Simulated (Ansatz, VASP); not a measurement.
## SnO2: VASP beside Ansatz

The input POSCAR:

```
SnO2
1.0
    4.9026126555      0.0000000000      0.0000000000
    0.0000000000      4.9028593417      0.0000000000
    0.0000000000      0.0000000000      3.2967320809
Sn O
2 4
Direct
    0.5000000000      0.5000000000      0.5000000000
    0.0000000000      0.0000000000      0.0000000000
    0.3058623571      0.3059582263      0.0000000000
    0.8058623571      0.1940417737      0.5000000000
    0.1941376429      0.8059582263      0.5000000000
    0.6941376429      0.6940417737      0.0000000000
```

Contents of INCAR.step1:

```
PREC     = Accurate       # precision mode
ENCUT    = 520            # plane-wave cutoff, eV
ISMEAR   = 0              # smearing method
SIGMA    = 0.05           # smearing width, eV
LREAL    = False          # projectors in reciprocal space
LASPH    = True           # aspherical terms in the spheres
NELM     = 100            # most SCF steps
NBANDS   = 35             # bands
GGA      = PE             # functional
ALGO     = Normal         # electronic algorithm
EDIFF    = 1E-4           # SCF threshold, eV
LWAVE    = True           # write WAVECAR
LCHARG   = False          # write CHGCAR
```

INCAR.step2

```
PREC     = Accurate       # precision mode
ENCUT    = 520            # plane-wave cutoff, eV
EDIFF    = 1E-7           # SCF threshold, eV
ISMEAR   = 0              # smearing method
SIGMA    = 0.05           # smearing width, eV
LREAL    = False          # projectors in reciprocal space
LASPH    = True           # aspherical terms in the spheres
NELM     = 100            # most SCF steps
ALGO     = Normal         # electronic algorithm
ISIF     = 2              # what is computed and relaxed
LWAVE    = False          # write WAVECAR
LCHARG   = False          # write CHGCAR
METAGGA  = R2SCAN         # meta-GGA
LMIXTAU  = True         
NBANDS   = 35             # bands
ISTART   = 1
```

Contents of KPOINTS:

```
Automatic mesh
0
Gamma
  6 6 8
```

Input for Ansatz:

```yaml
crystal:
  lattice:
    - [4.9026126555, 0.0, 0.0]
    - [0.0, 4.9028593417, 0.0]
    - [0.0, 0.0, 3.2967320809]
  atoms:
    - { symbol: Sn, position: [0.5, 0.5, 0.5] }
    - { symbol: Sn, position: [0.0, 0.0, 0.0] }
    - { symbol: O, position: [0.3058623571, 0.3059582263, 0.0] }
    - { symbol: O, position: [0.8058623571, 0.1940417737, 0.5] }
    - { symbol: O, position: [0.1941376429, 0.8059582263, 0.5] }
    - { symbol: O, position: [0.6941376429, 0.6940417737, 0.0] }
basis:
  ecutwfc: 500
kpoints:
  mp_grid: { grid: [6, 6, 8] }
hamiltonian:
  xc: r2scan
scf:
  occupations: { method: gaussian, width: 0.05 }
output:
  forces: true
  stress: true
  eigenvalues: true
```

Change from the starting cell: strain +0.030 along x and y, +0.030 along z, atoms carried along.

Alike in both runs: task single point; functional r2SCAN; k mesh 6 × 6 × 8; occupations gaussian, width 0.05 eV; no spin polarisation.

|  | VASP | Ansatz |
| --- | --- | --- |
| version | VASP 6.6.1 | Ansatz 0.2.0 |
| potentials or method | VASP PAW PBE potentials, release 64 (Sn_d, O), cutoff 520 eV | scalar-relativistic, plane waves, PAW |
| valence electrons in the cell | 52 | 52 |

Ansatz gave:

| Property | Result |
| --- | --- |
| gap on the k mesh at the Fermi level (eV) | 0.76 |
| least direct gap on the mesh (eV) | 0.76 |
| pressure (GPa) | -15.5 |
| traceless stress, the component that is largest in VASP (GPa) | -2.90 |
| rms of the force components (eV/Å) | 0.131 |

Task: Which values does VASP return?

Result: gap on the k mesh at the Fermi level (eV): 0.78; least direct gap on the mesh (eV): 0.78; pressure (GPa): -14.8; traceless stress, the component that is largest in VASP (GPa): -2.63; rms of the force components (eV/Å): 0.120.

VASP's potentials were made for PBE, not for r2SCAN. Atom by atom the forces differ by 0.010 eV/Å (rms over components). With one functional, cell and mesh, what is left measures potentials, basis and numerics.
